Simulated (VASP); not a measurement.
Here is a VASP 6.6.1 calculation.

File INCAR:

```
PREC = Accurate
ENCUT = 520
EDIFF = 1E-6
ISMEAR = -1
SIGMA = 0.08
LREAL = False
LASPH = True
NELM = 80
ALGO = Normal
ISIF = 2
LWAVE = False
LCHARG = False
GGA = PE
NBANDS = 26
```

The input KPOINTS:

```
Automatic mesh
0
Gamma
  6 6 11
```

File POSCAR:

```
InSb
1.0
    5.2845992329      0.0000000000      0.0000000000
    0.0000000000      5.6348013474      0.0000000000
    0.0000000000      0.0000000000      3.0216030335
In Sb
2 2
Direct
    0.0000000000      0.0000000000      0.0000000000
    0.5000000000      0.5000000000      0.0000000000
    0.5000000000      0.0000000000      0.8350000000
    0.0000000000      0.5000000000      0.1650000000
```

Potentials or basis: VASP PAW PBE potentials, release 64 (In_d, Sb).

Command:

```sh
$ cat potpaw_PBE.64/In_d/POTCAR potpaw_PBE.64/Sb/POTCAR > POTCAR
$ mpirun -np 1 vasp_std > vasp.out
```

(1) Predict the pressure.

(2) Predict the band gap on the k mesh.

(3) Estimate the largest force.

## Answers

(1) 23.3 GPa.

(2) zero (bands 18 and 19 overlap by 3.56 eV).

(3) 0.881 eV/Å.

Caveat: the cell stands under pressure; spin-orbit coupling is left out, which moves the levels of the heavy elements.
